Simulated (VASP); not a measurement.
Input of a VASP 6.6.1 run:

The input INCAR:

```
SYSTEM = Rh
PREC     = Accurate       ! precision mode
ENCUT    = 620            ! plane-wave cutoff, eV
EDIFF    = 1E-6           ! SCF threshold, eV
ISMEAR   = -1             ! smearing method
SIGMA    = 0.05           ! smearing width, eV
LREAL    = .False.        ! projectors in reciprocal space
LASPH    = .True.         ! aspherical terms in the spheres
NELM     = 120            ! most SCF steps
ALGO     = Normal         ! electronic algorithm
ISIF     = 2              ! what is computed and relaxed
LWAVE    = .False.        ! write WAVECAR
LCHARG   = .False.        ! write CHGCAR
NBANDS   = 14             ! bands
GGA_COMPAT= .False.
```

Contents of KPOINTS:

```
Automatic mesh
0
Gamma
  17 17 17
  0 0 0
```

Contents of POSCAR:

```
Rh
1.0
    0.0000000000      1.8768619208      1.8768619208
    1.8768619208      0.0000000000      1.8768619208
    1.8768619208      1.8768619208      0.0000000000
Rh
1
Direct
    0.0000000000      0.0000000000      0.0000000000
```

Potentials or basis: VASP PAW LDA potentials, release 64 (Rh_sv_GW).

Run with:

```console
$ cat potpaw_LDA.64/Rh_sv_GW/POTCAR > POTCAR
$ mpirun -np 1 vasp_std > vasp.out
```

(1) Predict the band gap on the k mesh.

(2) What does it give for the pressure?

## Answers

(1) zero (an odd number of electrons rules out a gap without spin polarisation).

(2) 0.5 GPa.
